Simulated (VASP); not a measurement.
CaO:

```xyz
4
Lattice="3.3199 0.0000 0.0000 -1.6600 2.8751 0.0000 0.0000 0.0000 5.8143" Properties=species:S:1:pos:R:3 pbc="T T T"
Ca    0.0000    0.0000    0.0000
Ca    0.0000    0.0000    2.9072
O     0.0000    1.9168    1.4536
O     1.6600    0.9584    4.3607
```

Base run:

| Property | Result |
| --- | --- |
| Program | VASP 6.6.1 |
| Functional | r2SCAN |
| Potentials or basis | VASP PAW PBE potentials, release 64 (Ca_sv, O) |
| Cutoff | 520 eV |
| k mesh | 12 × 12 × 4 |
| Occupations | gaussian, width 0.01 eV |
| Spin | no spin polarisation |

Its results: band gap on the k mesh 4.40 eV, direct; pressure 1.1 GPa.

Q: The run is repeated on the same cell with these changes: functional from r2SCAN to PBE. What comes out?

A: Band gap on the k mesh 3.83 eV, direct; pressure 3.3 GPa.

r2SCAN gives the wider gap, since meta-GGAs in the generalised Kohn-Sham scheme recover part of the derivative discontinuity.

Caveats: the PAW data sets were made with another functional, which shifts forces and pressure a little (some runs).

A k mesh can miss the band edges.
